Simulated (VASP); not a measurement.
# Sn (P-1) in VASP: single point with PBE

Aim: the single point of Sn with PBE.

All numbers are computed with VASP 6.6.1; they aren't measurements. Logs are shortened: lines on timing, memory, paths and dates and some standing lists are left out, and cuts for length are marked.

## 1. The cell of the first run

The typed cell holds 1 atom: a = 3.534 Å, b = 3.359 Å, c = 3.352 Å, α = 107.90°, β = 108.36°, γ = 111.75°.

## 2. Single point, PBE (the cell strained at random)

INCAR

```
SYSTEM = Sn
ALGO     = Normal         ! electronic algorithm
EDIFF    = 1E-6           ! SCF threshold, eV
ENCUT    = 520            ! plane-wave cutoff, eV
GGA      = PE             ! functional
ISIF     = 2              ! what is computed and relaxed
ISMEAR   = 0              ! smearing method
LASPH    = .TRUE.         ! aspherical terms in the spheres
LCHARG   = .FALSE.        ! write CHGCAR
LREAL    = .FALSE.        ! projectors in reciprocal space
LWAVE    = .FALSE.        ! write WAVECAR
NBANDS   = 13             ! bands
NELM     = 100            ! most SCF steps
PREC     = Accurate       ! precision mode
SIGMA    = 0.1            ! smearing width, eV
```

KPOINTS

```
k-points
0
G
  12 14 14
  0 0 0
```

POSCAR

```
Sn
1.0
   -2.0159095356      2.0944239070      2.0100361150
    1.9774102107     -1.9807447979      1.8578576809
    1.9716125761      1.9364478383     -1.8963570058
Sn
1
Direct
    0.0000000000      0.0000000000      0.0000000000
```

Potentials or basis: VASP PAW PBE potentials, release 64 (Sn_d).

Run with:

```bash
> cat potpaw_PBE.64/Sn_d/POTCAR > POTCAR
> mpirun -np 1 vasp_std > vasp.out
```

OUTCAR:

```text
SYSTEM = Sn
   EDIFF = 1E-6
   ENCUT = 520
   GGA = PE
   ISIF = 2
   ISMEAR = 0
   LASPH = .TRUE.
   LREAL = .FALSE.
   NELM = 100
   PREC = Accurate

 ion  position               nearest neighbor table
   1  0.000  0.000  0.000-

  LATTYP: Found a triclinic cell.
 ALAT       =     4.0327177173
 B/A-ratio  =     1.3838803277
 C/A-ratio  =     0.8330202912
 COS(alpha) =     0.0018919155
 COS(beta)  =     0.5802299669
 COS(gamma) =     0.7067049626

  Lattice vectors:

 A1 = (  -0.0442969595,   4.0308717453,   0.1136791092)
 A2 = (   3.9047258273,   3.9865747857,   0.0751797843)
 A3 = (  -1.9774102107,   1.9807447979,  -1.8578576809)

Analysis of symmetry for initial positions (statically):
=====================================================================
 Subroutine PRICEL returns:
 Original cell was already a primitive cell.

 Routine SETGRP: Setting up the symmetry group for a
 triclinic supercell.

 Subroutine GETGRP returns: Found  2 space group operations
 (whereof  2 operations were pure point group operations)
 out of a pool of  2 trial point group operations.

The static configuration has the point symmetry S_2 .

Analysis of symmetry for dynamics (positions and initial velocities):
=====================================================================
 Subroutine PRICEL returns:
 Original cell was already a primitive cell.

 Routine SETGRP: Setting up the symmetry group for a
 triclinic supercell.

 Subroutine GETGRP returns: Found  2 space group operations
 (whereof  2 operations were pure point group operations)
 out of a pool of  2 trial point group operations.

The dynamic configuration has the point symmetry S_2 .

 Subroutine INISYM returns: Found  2 space group operations
 (whereof  2 operations are pure point group operations),
 and found     1 'primitive' translations

----------------------------------------------------------------------------------------

                                     Primitive cell

  volume of cell :      30.7525

  direct lattice vectors                    reciprocal lattice vectors
    -2.015909536  2.094423907  2.010036115     0.005155839  0.241048968  0.251505423
     1.977410211 -1.980744798  1.857857681     0.255722725 -0.004556652  0.261217914
     1.971612576  1.936447838 -1.896357006     0.255996023  0.251034757 -0.004829950

  length of vectors
     3.534225225  3.359335687  3.351605030     0.348405174  0.365581282  0.358574597

  position of ions in fractional coordinates (direct lattice)
     0.000000000  0.000000000  0.000000000

  ion indices of the primitive-cell ions
   primitive index   ion index
                 1           1

----------------------------------------------------------------------------------------

 KPOINTS: k-points

Automatic generation of k-mesh.
 Grid dimensions read from file:
 generate k-points for:   12   14   14

 Generating k-lattice:

  Cartesian coordinates                     Fractional coordinates (reciprocal lattice)
     0.000429653  0.020087414  0.020958785     0.083333333 -0.000000000  0.000000000
     0.018265909 -0.000325475  0.018658422     0.000000000  0.071428571  0.000000000
     0.018285430  0.017931054 -0.000344996     0.000000000 -0.000000000  0.071428571

  Length of vectors
     0.029033765  0.026112949  0.025612471

  Shift w.r.t. Gamma in fractional coordinates (k-lattice)
     0.000000000  0.000000000  0.000000000

 Subroutine IBZKPT returns following result:
 ===========================================

 Found   1180 irreducible k-points:

 Following reciprocal coordinates:
            Coordinates               Weight
  0.000000  0.000000  0.000000      1.000000
  0.083333 -0.000000  0.000000      2.000000
  0.166667 -0.000000  0.000000      2.000000
  0.250000 -0.000000  0.000000      2.000000
  0.333333  0.000000  0.000000      2.000000
  0.416667 -0.000000  0.000000      2.000000
[... 16 lines left out ...]
  0.250000  0.142857  0.000000      2.000000
  0.333333  0.142857  0.000000      2.000000
 [... further k-points ...]
   k-points           NKPTS =   1180   k-points in BZ     NKDIM =   1180   number of bands    NBANDS=     13
   number of dos      NEDOS =    301   number of ions     NIONS =      1
   total plane-waves  NPLWV =  21952
   dimension x,y,z NGX =    28 NGY =   28 NGZ =   28
   dimension x,y,z NGXF=    56 NGYF=   56 NGZF=   56
   ions per type =               1
   NGX,Y,Z   is equivalent  to a cutoff of  13.17, 13.86, 13.89 a.u.
   NGXF,Y,Z  is equivalent  to a cutoff of  26.34, 27.71, 27.78 a.u.
 SYSTEM =  Sn
   PREC   = accura    normal or accurate (medium, high low for compatibility)
   ISTART =      0    job   : 0-new  1-cont  2-samecut
   ICHARG =      2    charge: 1-file 2-atom 10-const
   ISPIN  =      1    spin polarized calculation?
   LNONCOLLINEAR =      F non collinear calculations
   LSORBIT =      F    spin-orbit coupling
   LASPH  =      T    aspherical Exc in radial PAW
   ENCUT  =  520.0 eV  38.22 Ry    6.18 a.u.   6.57  6.25  6.23*2*pi/ulx,y,z
   NELM   =    100;   NELMIN=  2; NELMDL= -5     # of ELM steps
   EDIFF  = 0.1E-05   stopping-criterion for ELM
   LREAL  =      F    real-space projection
   EDIFFG = 0.1E-04   stopping-criterion for IOM
   NSW    =      0    number of steps for IOM
   IBRION =     -1    ionic relax: 0-MD 1-quasi-New 2-CG
   NFREE  =      0    steps in history (QN), initial steepest desc. (CG)
   ISIF   =      2    stress and relaxation
   ISYM   =      2    0-nonsym 1-usesym 2-fastsym
   POTIM  = 0.5000    time-step for ionic-motion
   TEBEG  =    0.0;   TEEND  =   0.0 temperature during run
   PSTRESS=    0.0 pullay stress
   NELECT =      14.0000    total number of electrons
   NUPDOWN=      -1.0000    fix difference up-down
   EMIN   =  10.00;   EMAX   =-10.00  energy-range for DOS
   EFERMI =   0.00;   METHOD = LEGACY
   ISMEAR =     0;   SIGMA  =   0.10  broadening in eV -4-tet -1-fermi 0-gaus
   EFERMI_NEDOS =   21; number of points for ismear=-14 and -15
   IALGO  =     38    algorithm
   IMIX   =      4    mixing-type and parameters
     AMIX     =   0.40;   BMIX     =  1.00
     AMIX_MAG =   1.60;   BMIX_MAG =  1.00
  volume/ion in A,a.u.               =      30.75       207.53
  Fermi-wavevector in a.u.,A,eV,Ry     =   1.259382  2.379887 21.579428  1.586043
  Thomas-Fermi vector in A             =   2.392945
   LORBIT       =      0    0 simple, 1 ext, 2 COOP (PROOUT), +10 PAW based schemes
   GGA     = PE    functional components
   LHFCALC =     F    Hartree Fock is set to
   AEXX    =    0.0000 exact exchange contribution
   IVDW    =     0    specifies the selected vdW correction
   LEPSILON=     F    determine dielectric tensor
   LRPA    =     F    only Hartree local field effects (RPA)
 non-spin polarized calculation
 Gauss-broadening in eV      SIGMA  =   0.10
  energy-cutoff  :      520.00
  volume of cell :       30.75
 maximum number of plane-waves:       843
 NGX is ok and might be reduce to    28
   NGX = 13   NGY = 13   NGZ = 13

 number of electron      14.0000002 magnetization

 Free energy of the ion-electron system (eV)
  ---------------------------------------------------
  ext. energy  EPLUGINS =         0.00000000
  ---------------------------------------------------
  free energy    TOTEN  =        -3.73100663 eV

  energy without entropy =       -3.72749129  energy(sigma->0) =       -3.72924896

 E-fermi :   6.6634     XC(G=0):  -9.7992

 val. band max:        6.6623803762   @ k =   0.5000   0.0000   0.2857
 cond. band min:       6.6683624542   @ k =  -0.2500   0.4286   0.5000
 fundamental gap:      0.0059820780
 Fermi energy:         6.6633825034

 k-point     1 :       0.0000    0.0000    0.0000
  band No.  band energies     occupation
      1     -14.8544      2.00000
      2     -14.8433      2.00000
      3     -14.8189      2.00000
      4     -14.7465      2.00000
      5     -14.7344      2.00000
      6      -3.5737      2.00000
      7      12.9920      0.00000
      8      13.5954      0.00000
      9      13.9565      0.00000
     10      17.9530      0.00000
     11      18.0572      0.00000
     12      18.2549      0.00000
     13      18.5670      0.00000

 k-point     2 :       0.0833   -0.0000    0.0000
  band No.  band energies     occupation
      1     -14.8559      2.00000
      2     -14.8403      2.00000
      3     -14.8121      2.00000
      4     -14.7463      2.00000
      5     -14.7355      2.00000
      6      -3.4465      2.00000
      7      11.8881      0.00000
      8      13.1435      0.00000
      9      13.7520      0.00000
     10      16.9990      0.00000
     11      17.3099      0.00000
     12      18.7835      0.00000
     13      19.0246      0.00000

 k-point     3 :       0.1667   -0.0000    0.0000
  band No.  band energies     occupation
      1     -14.8600      2.00000
      2     -14.8342      2.00000
      3     -14.7919      2.00000
      4     -14.7454      2.00000
      5     -14.7379      2.00000
      6      -3.0663      2.00000
      7       9.7044      0.00000
      8      12.3206      0.00000
      9      13.2725      0.00000
     10      16.0677      0.00000
     11      16.3930      0.00000
     12      18.7765      0.00000
     13      20.3685      0.00000

 k-point     4 :       0.2500   -0.0000    0.0000
  band No.  band energies     occupation
      1     -14.8658      2.00000
      2     -14.8293      2.00000
      3     -14.7626      2.00000
      4     -14.7435      2.00000
      5     -14.7400      2.00000
      6      -2.4389      2.00000
      7       7.4391      0.00000
      8      11.4973      0.00000
      9      12.7248      0.00000
     10      15.3228      0.00000
     11      15.6589      0.00000
     12      19.1780      0.00000
     13      21.1211      0.00000

 k-point     5 :       0.3333    0.0000    0.0000
  band No.  band energies     occupation
      1     -14.8718      2.00000
      2     -14.8275      2.00000
      3     -14.7421      2.00000
      4     -14.7402      2.00000
      5     -14.7317      2.00000
      6      -1.5870      2.00000
      7       5.3545      2.00000
      8      10.8401      0.00000
      9      12.2590      0.00000
     10      14.7915      0.00000
     11      15.1342      0.00000
     12      19.8571      0.00000
     13      21.7845      0.00000
[... 257 lines left out ...]
 k-point    22 :       0.1667    0.1429    0.0000
  band No.  band energies     occupation
      1     -14.8563      2.00000
      2     -14.8231      2.00000
      3     -14.7619      2.00000
      4     -14.7476      2.00000
      5     -14.7391      2.00000
      6      -2.1835      2.00000
      7       7.6195      0.00000
      8      10.0310      0.00000
      9      12.0671      0.00000
     10      16.0203      0.00000
     11      16.6760      0.00000
     12      18.3233      0.00000
     13      19.3974      0.00000

 k-point    23 :       0.2500    0.1429    0.0000
  band No.  band energies     occupation
      1     -14.8604      2.00000
      2     -14.8204      2.00000
      3     -14.7482      2.00000
      4     -14.7474      2.00000
      5     -14.7265      2.00000
      6      -1.3509      2.00000
      7       5.6637      2.00000
      8       9.1622      0.00000
      9      11.5489      0.00000
     10      15.6094      0.00000
     11      17.1531      0.00000
     12      18.5710      0.00000
     13      20.7173      0.00000

 k-point    24 :       0.3333    0.1429    0.0000
  band No.  band energies     occupation
      1     -14.8635      2.00000
      2     -14.8180      2.00000
      3     -14.7474      2.00000
      4     -14.7426      2.00000
      5     -14.7131      2.00000
      6      -0.3882      2.00000
      7       3.9784      2.00000
      8       8.5772      0.00000
      9      11.2110      0.00000
     10      15.3237      0.00000
     11      17.4315      0.00000
     12      18.9863      0.00000
     13      22.6468      0.00000

 [... further k-points ...]

------------------------ aborting loop because EDIFF is reached ----------------------------------------

  FORCE on cell =-STRESS in cart. coord.  units (eV):
  Direction    XX          YY          ZZ          XY          YZ          ZX
  --------------------------------------------------------------------------------------
  -------------------------------------------------------------------------------------
  Total       -0.7207870     -0.6670557     -0.8198743      0.0141496     -0.1281120     -0.0123106
  in kB      -37.5523844    -34.7530320    -42.7147466      0.7371843     -6.6745249     -0.6413695
  external PRESSURE =     -38.3400543 kB  Pullay stress =       0.0000000 kB

 VOLUME and BASIS-vectors are now :
 -----------------------------------------------------------------------------
  energy-cutoff  :      520.00
  volume of cell :       30.75
      direct lattice vectors                 reciprocal lattice vectors
    -2.015909536  2.094423907  2.010036115     0.005155839  0.241048968  0.251505423
     1.977410211 -1.980744798  1.857857681     0.255722725 -0.004556652  0.261217914
     1.971612576  1.936447838 -1.896357006     0.255996023  0.251034757 -0.004829950

 POSITION                                       TOTAL-FORCE (eV/Angst)
 -----------------------------------------------------------------------------------
      0.00000      0.00000      0.00000         0.000000     -0.000000     -0.000000
 -----------------------------------------------------------------------------------
    total drift:                               -0.000000     -0.000000      0.000000

  FREE ENERGIE OF THE ION-ELECTRON SYSTEM (eV)
  ---------------------------------------------------
  free  energy   TOTEN  =        -3.7310066277 eV

  energy  without entropy=       -3.7274912942  energy(sigma->0) =       -3.72924896
```

Run time: 3.6 min. Hardware: 1 thread of AMD EPYC 9R45 (Zen 5), shared host; peak memory 0.48 GiB.

What came out:

| Quantity | Value |
| --- | --- |
| Free energy | -3.7310 eV |
| Pressure | -3.8 GPa |
| Band gap on the k mesh | zero (bands 7 and 8 overlap by 8.18 eV) |

Stress tensor (GPa, compression positive):
```
-3.76  0.07 -0.06
 0.07 -3.48 -0.67
-0.06 -0.67 -4.27
```

Caveat: the cell differs from its parent crystal (the cell strained at random); the cell stands under tension; spin-orbit coupling is left out, which moves the levels of the heavy elements.
